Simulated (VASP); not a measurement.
# Cs3Mg (Pm-3m) in VASP: a series of runs

Runs on Cs3Mg. Level: PBE. Tasks: single point, relaxation of cell and atoms.

Program: VASP 6.6.1. These are calculated values, not measurements. Logs are shortened: lines on timing, memory, paths and dates and some standing lists are left out, and cuts for length are marked.

## 1. The cell of the first run

It takes space group Pm-3m (No. 221, cubic). The conventional cell has a = 6.772 Å, b = 6.772 Å, c = 6.772 Å, α = 90.00°, β = 90.00°, γ = 90.00°.

## 2. Single point, PBE

Input file INCAR:

```
SYSTEM = Cs3Mg
PREC     = Accurate       ! precision mode
ENCUT    = 600            ! plane-wave cutoff, eV
EDIFF    = 1E-6           ! SCF threshold, eV
ISMEAR   = 0              ! smearing method
SIGMA    = 0.1            ! smearing width, eV
LREAL    = .FALSE.        ! projectors in reciprocal space
LASPH    = .TRUE.         ! aspherical terms in the spheres
NELM     = 120            ! most SCF steps
ALGO     = Normal         ! electronic algorithm
ISIF     = 2              ! what is computed and relaxed
LWAVE    = .FALSE.        ! write WAVECAR
LCHARG   = .FALSE.        ! write CHGCAR
GGA      = PE             ! functional
NBANDS   = 22             ! bands
GGA_COMPAT= .FALSE.
```

Input file KPOINTS:

```
Automatic mesh
0
G
  4 4 4
  0 0 0
```

Input file POSCAR:

```
Cs3Mg
1.0
    6.7717210367      0.0000000000      0.0000000000
    0.0000000000      6.7717210367      0.0000000000
    0.0000000000      0.0000000000      6.7717210367
Cs Mg
3 1
Direct
    0.0000000000      0.5000000000      0.5000000000
    0.5000000000      0.0000000000      0.5000000000
    0.5000000000      0.5000000000      0.0000000000
    0.0000000000      0.0000000000      0.0000000000
```

Potentials or basis: VASP PAW PBE potentials, release 64 (Cs_sv, Mg).

The run is started by

```bash
$ cat potpaw_PBE.64/Cs_sv/POTCAR potpaw_PBE.64/Mg/POTCAR > POTCAR
$ mpirun -np 1 vasp_std > vasp.out
```

OUTCAR:

```text
SYSTEM = Cs3Mg
   PREC = Accurate
   ENCUT = 600
   EDIFF = 1E-6
   ISMEAR = 0
   LREAL = .FALSE.
   LASPH = .TRUE.
   NELM = 120
   ISIF = 2
   GGA = PE

 ion  position               nearest neighbor table
   1  0.000  0.500  0.500-
   2  0.500  0.000  0.500-
   3  0.500  0.500  0.000-
   4  0.000  0.000  0.000-

  LATTYP: Found a simple cubic cell.
 ALAT       =     6.7717210367

  Lattice vectors:

 A1 = (   6.7717210367,   0.0000000000,   0.0000000000)
 A2 = (   0.0000000000,   6.7717210367,   0.0000000000)
 A3 = (   0.0000000000,   0.0000000000,   6.7717210367)

Analysis of symmetry for initial positions (statically):
=====================================================================
 Subroutine PRICEL returns:
 Original cell was already a primitive cell.

 Routine SETGRP: Setting up the symmetry group for a
 simple cubic supercell.

 Subroutine GETGRP returns: Found 48 space group operations
 (whereof 48 operations were pure point group operations)
 out of a pool of 48 trial point group operations.

The static configuration has the point symmetry O_h .

Analysis of symmetry for dynamics (positions and initial velocities):
=====================================================================
 Subroutine PRICEL returns:
 Original cell was already a primitive cell.

 Routine SETGRP: Setting up the symmetry group for a
 simple cubic supercell.

 Subroutine GETGRP returns: Found 48 space group operations
 (whereof 48 operations were pure point group operations)
 out of a pool of 48 trial point group operations.

The dynamic configuration has the point symmetry O_h .

 Subroutine INISYM returns: Found 48 space group operations
 (whereof 48 operations are pure point group operations),
 and found     1 'primitive' translations

----------------------------------------------------------------------------------------

                                     Primitive cell

  volume of cell :     310.5254

  direct lattice vectors                    reciprocal lattice vectors
     6.771721037  0.000000000  0.000000000     0.147672947  0.000000000  0.000000000
     0.000000000  6.771721037  0.000000000     0.000000000  0.147672947  0.000000000
     0.000000000  0.000000000  6.771721037     0.000000000  0.000000000  0.147672947

  length of vectors
     6.771721037  6.771721037  6.771721037     0.147672947  0.147672947  0.147672947

  position of ions in fractional coordinates (direct lattice)
     0.000000000  0.500000000  0.500000000
     0.500000000  0.000000000  0.500000000
     0.500000000  0.500000000  0.000000000
     0.000000000  0.000000000  0.000000000

  ion indices of the primitive-cell ions
   primitive index   ion index
                 1           1
                 2           2
                 3           3
                 4           4

----------------------------------------------------------------------------------------

 KPOINTS: Automatic mesh

Automatic generation of k-mesh.
 Grid dimensions read from file:
 generate k-points for:    4    4    4

 Generating k-lattice:

  Cartesian coordinates                     Fractional coordinates (reciprocal lattice)
     0.036918237  0.000000000  0.000000000     0.250000000  0.000000000  0.000000000
     0.000000000  0.036918237  0.000000000     0.000000000  0.250000000  0.000000000
     0.000000000  0.000000000  0.036918237     0.000000000  0.000000000  0.250000000

  Length of vectors
     0.036918237  0.036918237  0.036918237

  Shift w.r.t. Gamma in fractional coordinates (k-lattice)
     0.000000000  0.000000000  0.000000000

 Subroutine IBZKPT returns following result:
 ===========================================

 Found     10 irreducible k-points:

 Following reciprocal coordinates:
            Coordinates               Weight
  0.000000  0.000000  0.000000      1.000000
  0.250000  0.000000  0.000000      6.000000
  0.500000  0.000000  0.000000      3.000000
  0.250000  0.250000  0.000000     12.000000
  0.500000  0.250000  0.000000     12.000000
  0.500000  0.500000  0.000000      3.000000
  0.250000  0.250000  0.250000      8.000000
  0.500000  0.250000  0.250000     12.000000
  0.500000  0.500000  0.250000      6.000000
  0.500000  0.500000  0.500000      1.000000
   k-points           NKPTS =     10   k-points in BZ     NKDIM =     10   number of bands    NBANDS=     22
   number of dos      NEDOS =    301   number of ions     NIONS =      4
   total plane-waves  NPLWV = 157464
   dimension x,y,z NGX =    54 NGY =   54 NGZ =   54
   dimension x,y,z NGXF=   108 NGYF=  108 NGZF=  108
   ions per type =               3   1
   NGX,Y,Z   is equivalent  to a cutoff of  13.26, 13.26, 13.26 a.u.
   NGXF,Y,Z  is equivalent  to a cutoff of  26.51, 26.51, 26.51 a.u.
 SYSTEM =  Cs3Mg
   PREC   = accura    normal or accurate (medium, high low for compatibility)
   ISTART =      0    job   : 0-new  1-cont  2-samecut
   ICHARG =      2    charge: 1-file 2-atom 10-const
   ISPIN  =      1    spin polarized calculation?
   LNONCOLLINEAR =      F non collinear calculations
   LSORBIT =      F    spin-orbit coupling
   LASPH  =      T    aspherical Exc in radial PAW
   ENCUT  =  600.0 eV  44.10 Ry    6.64 a.u.  13.52 13.52 13.52*2*pi/ulx,y,z
   NELM   =    120;   NELMIN=  2; NELMDL= -5     # of ELM steps
   EDIFF  = 0.1E-05   stopping-criterion for ELM
   LREAL  =      F    real-space projection
   EDIFFG = 0.1E-04   stopping-criterion for IOM
   NSW    =      0    number of steps for IOM
   IBRION =     -1    ionic relax: 0-MD 1-quasi-New 2-CG
   NFREE  =      0    steps in history (QN), initial steepest desc. (CG)
   ISIF   =      2    stress and relaxation
   ISYM   =      2    0-nonsym 1-usesym 2-fastsym
   POTIM  = 0.5000    time-step for ionic-motion
   TEBEG  =    0.0;   TEEND  =   0.0 temperature during run
   PSTRESS=    0.0 pullay stress
   NELECT =      29.0000    total number of electrons
   NUPDOWN=      -1.0000    fix difference up-down
   EMIN   =  10.00;   EMAX   =-10.00  energy-range for DOS
   EFERMI =   0.00;   METHOD = LEGACY
   ISMEAR =     0;   SIGMA  =   0.10  broadening in eV -4-tet -1-fermi 0-gaus
   EFERMI_NEDOS =   21; number of points for ismear=-14 and -15
   IALGO  =     38    algorithm
   IMIX   =      4    mixing-type and parameters
     AMIX     =   0.40;   BMIX     =  1.00
     AMIX_MAG =   1.60;   BMIX_MAG =  1.00
  volume/ion in A,a.u.               =      77.63       523.88
  Fermi-wavevector in a.u.,A,eV,Ry     =   0.742748  1.403591  7.505998  0.551675
  Thomas-Fermi vector in A             =   1.837701
   LORBIT       =      0    0 simple, 1 ext, 2 COOP (PROOUT), +10 PAW based schemes
   GGA     = PE    functional components
   LHFCALC =     F    Hartree Fock is set to
   AEXX    =    0.0000 exact exchange contribution
   IVDW    =     0    specifies the selected vdW correction
   LEPSILON=     F    determine dielectric tensor
   LRPA    =     F    only Hartree local field effects (RPA)
 non-spin polarized calculation
 Gauss-broadening in eV      SIGMA  =   0.10
  energy-cutoff  :      600.00
  volume of cell :      310.53
 maximum number of plane-waves:     10432
   NGX = 27   NGY = 27   NGZ = 27

 number of electron      28.9999996 magnetization

 Free energy of the ion-electron system (eV)
  ---------------------------------------------------
  ext. energy  EPLUGINS =         0.00000000
  ---------------------------------------------------
  free energy    TOTEN  =        -3.29374152 eV

  energy without entropy =       -3.26716823  energy(sigma->0) =       -3.28045487

 E-fermi :   0.9642     XC(G=0):  -6.1768

 val. band max:        0.9507016258   @ k =   0.2500   0.2500   0.0000
 cond. band min:       0.9648655398   @ k =   0.5000   0.2500   0.0000
 fundamental gap:      0.0141639140
 Fermi energy:         0.9641788619

 k-point     1 :       0.0000    0.0000    0.0000
  band No.  band energies     occupation
      1     -22.7376      2.00000
      2     -22.7016      2.00000
      3     -22.7016      2.00000
      4      -9.7177      2.00000
      5      -9.7177      2.00000
      6      -9.7177      2.00000
[... 14 lines left out ...]
     21       2.2411      0.00000
     22       2.2411      0.00000

 k-point     2 :       0.2500    0.0000    0.0000
  band No.  band energies     occupation
      1     -22.7330      2.00000
      2     -22.7062      2.00000
      3     -22.7016      2.00000
      4      -9.6947      2.00000
      5      -9.6947      2.00000
      6      -9.6800      2.00000
[... 14 lines left out ...]
     21       2.6617      0.00000
     22       2.6617      0.00000

 k-point     3 :       0.5000    0.0000    0.0000
  band No.  band energies     occupation
      1     -22.7256      2.00000
      2     -22.7136      2.00000
      3     -22.7016      2.00000
      4      -9.6651      2.00000
      5      -9.6651      2.00000
      6      -9.5994      2.00000
[... 14 lines left out ...]
     21       2.9973      0.00000
     22       2.9973      0.00000

 k-point     4 :       0.2500    0.2500    0.0000
  band No.  band energies     occupation
      1     -22.7289      2.00000
      2     -22.7076      2.00000
      3     -22.7042      2.00000
      4      -9.7186      2.00000
      5      -9.6702      2.00000
      6      -9.6150      2.00000
[... 14 lines left out ...]
     21       2.8645      0.00000
     22       2.9580      0.00000

 k-point     5 :       0.5000    0.2500    0.0000
  band No.  band energies     occupation
      1     -22.7220      2.00000
      2     -22.7135      2.00000
      3     -22.7051      2.00000
      4      -9.7093      2.00000
      5      -9.6368      2.00000
      6      -9.6181      2.00000
[... 67 lines left out ...]
 k-point     8 :       0.5000    0.2500    0.2500
  band No.  band energies     occupation
      1     -22.7195      2.00000
      2     -22.7135      2.00000
      3     -22.7075      2.00000
      4      -9.7787      2.00000
      5      -9.6230      2.00000
      6      -9.6068      2.00000
[... 14 lines left out ...]
     21       3.1010      0.00000
     22       3.2814      0.00000

 k-point     9 :       0.5000    0.5000    0.2500
  band No.  band energies     occupation
      1     -22.7135      2.00000
      2     -22.7135      2.00000
      3     -22.7135      2.00000
      4      -9.8156      2.00000
      5      -9.6545      2.00000
      6      -9.6138      2.00000
[... 14 lines left out ...]
     21       3.4805      0.00000
     22       3.4806      0.00000

 k-point    10 :       0.5000    0.5000    0.5000
  band No.  band energies     occupation
      1     -22.7134      2.00000
      2     -22.7134      2.00000
      3     -22.7134      2.00000
      4      -9.8654      2.00000
      5      -9.6535      2.00000
      6      -9.6535      2.00000
[... 14 lines left out ...]
     21       3.6708      0.00000
     22       3.6708      0.00000

------------------------ aborting loop because EDIFF is reached ----------------------------------------

  FORCE on cell =-STRESS in cart. coord.  units (eV):
  Direction    XX          YY          ZZ          XY          YZ          ZX
  --------------------------------------------------------------------------------------
  -------------------------------------------------------------------------------------
  Total        0.0371610      0.0371610      0.0371610      0.0000000      0.0000000     -0.0000000
  in kB        0.1917350      0.1917350      0.1917350      0.0000000      0.0000000     -0.0000000
  external PRESSURE =       0.1917350 kB  Pullay stress =       0.0000000 kB

 VOLUME and BASIS-vectors are now :
 -----------------------------------------------------------------------------
  energy-cutoff  :      600.00
  volume of cell :      310.53
      direct lattice vectors                 reciprocal lattice vectors
     6.771721037  0.000000000  0.000000000     0.147672947  0.000000000  0.000000000
     0.000000000  6.771721037  0.000000000     0.000000000  0.147672947  0.000000000
     0.000000000  0.000000000  6.771721037     0.000000000  0.000000000  0.147672947

 POSITION                                       TOTAL-FORCE (eV/Angst)
 -----------------------------------------------------------------------------------
      0.00000      3.38586      3.38586         0.000000      0.000000      0.000000
      3.38586      0.00000      3.38586         0.000000      0.000000      0.000000
      3.38586      3.38586      0.00000         0.000000      0.000000      0.000000
      0.00000      0.00000      0.00000         0.000000      0.000000      0.000000
 -----------------------------------------------------------------------------------
    total drift:                                0.000000      0.000000      0.000000

  FREE ENERGIE OF THE ION-ELECTRON SYSTEM (eV)
  ---------------------------------------------------
  free  energy   TOTEN  =        -3.2937415196 eV

  energy  without entropy=       -3.2671682256  energy(sigma->0) =       -3.28045487
```

It took 2 min on 1 thread of AMD EPYC 7R13, shared host; peak memory 0.39 GiB.

What came out:

```yaml
Free_energy: -3.2937 eV
Pressure: 0.0 GPa
Band_gap_on_the_k_mesh: zero (an odd number of electrons rules out a gap without spin polarisation)
```

Levels at points of the mesh, in eV from the Fermi level:
| k point | band 11 | band 12 | band 13 | band 14 | band 15 | band 16 | band 17 | band 18 |
| --- | --- | --- | --- | --- | --- | --- | --- | --- |
| (0.00, 0.00, 0.00) | -10.37 | -10.37 | -2.85 | -0.67 | 0.71 | 0.71 | 1.09 | 1.09 |
| (0.50, 0.00, 0.00) | -10.40 | -10.40 | -2.37 | -1.07 | 0.34 | 0.63 | 0.63 | 1.50 |
| (0.50, 0.50, 0.00) | -10.42 | -10.35 | -2.17 | -0.39 | -0.39 | 0.26 | 0.50 | 1.62 |
| (0.50, 0.50, 0.50) | -10.35 | -10.35 | -2.26 | 0.28 | 0.28 | 0.28 | 0.45 | 0.45 |

Caveat: spin-orbit coupling is left out, which moves the levels of the heavy elements.

(Continued in part 2 of 2.)
